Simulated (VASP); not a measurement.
Write the native input for VASP 6.6.1 that does the following.

```
Task                   : single point
Functional             : LDA
Potentials or basis    : VASP PAW LDA potentials, release 64 (Ti_sv, N)
Cutoff                 : 520 eV
k mesh                 : 17 × 17 × 17
Occupations            : fermi-dirac, width 0.08 eV
Spin                   : no spin polarisation
Dipole correction      : no
Further INCAR settings : ALGO = Normal; EDIFF = 1e-06; NBANDS = 16
```

The structure of TiN (rocksalt type) lies in POSCAR:

```
TiN
1.0
    0.0000000000      1.7975494911      1.7975494911
    1.7975494911      0.0000000000      1.7975494911
    1.7975494911      1.7975494911      0.0000000000
Ti N
1 1
Direct
    0.0000000000      0.0000000000      0.0000000000
    0.5000000000      0.5000000000      0.5000000000
```

This cell differs from its parent crystal: volume scaled by 0.64.

One way to write it, as run:

INCAR

```
SYSTEM = TiN
PREC     = Accurate       ! precision mode
ENCUT    = 520            ! plane-wave cutoff, eV
EDIFF    = 1E-6           ! SCF threshold, eV
ISMEAR   = -1             ! smearing method
SIGMA    = 0.08           ! smearing width, eV
LREAL    = .FALSE.        ! projectors in reciprocal space
LASPH    = .TRUE.         ! aspherical terms in the spheres
NELM     = 100            ! most SCF steps
ALGO     = Normal         ! electronic algorithm
ISIF     = 2              ! what is computed and relaxed
LWAVE    = .FALSE.        ! write WAVECAR
LCHARG   = .FALSE.        ! write CHGCAR
NBANDS   = 16             ! bands
```

KPOINTS

```
Automatic mesh
0
G
  17 17 17
  0 0 0
```

Potentials or basis: VASP PAW LDA potentials, release 64 (Ti_sv, N).

Launch:

```bash
$ cat potpaw_LDA.64/Ti_sv/POTCAR potpaw_LDA.64/N/POTCAR > POTCAR
$ mpirun -np 1 vasp_std > vasp.out
```

It gave:

The pressure is 359.3 GPa.

It took 71 s on 1 thread of Intel Xeon 6975P-C, on a shared host, peak memory 0.15 GiB.
